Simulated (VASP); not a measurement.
ZrHgS3: vibrations by perturbation theory with PBEsol

The system is ZrHgS3.

```
Hg Zr S
1.0
     4.85620    0.00000    0.00000
     0.00000    4.85620    0.00000
     0.00000    0.00000    4.85620
Hg Zr S
1 1 3
Cartesian
  0.0000 0.0000 0.0000
  2.4281 2.4281 2.4281
  2.4281 2.4281 0.0000
  2.4281 0.0000 2.4281
  0.0000 2.4281 2.4281
```

```yaml
Program: VASP 6.6.1
Task: vibrations by perturbation theory
Functional: PBEsol
Potentials_or_basis: VASP PAW PBE potentials, release 64 (Hg, Zr_sv, S)
Cutoff: 520 eV
k_mesh: 8 × 8 × 8
Occupations: fermi-dirac, width 0.15 eV
Spin: no spin polarisation
Dipole_correction: no
Further_INCAR_settings: ALGO = Normal; EDIFF = 1e-08; NBANDS = 29; IBRION = 8; NSW = 1
```

```yaml
Highest_phonon_frequency_at_Γ_LO-TO_splitting_left_out: 379 cm⁻¹
Most_unstable_mode: 102i cm⁻¹
```

Phonon frequencies in cm⁻¹ (negative: imaginary):
```csv
q point,frequencies
"(0.000, 0.000, 0.000)",-102 -102 -102 -96 -96 -96 -31 -31 -31 1 1 1 379 379 379
```

It took 49 min on 1 thread of AMD EPYC 7R43 64-Core Processor (Zen 3), on a shared host, peak memory 0.88 GiB.

Caveat: the cell wasn't relaxed at this level first, which shifts response properties; some modes are imaginary.
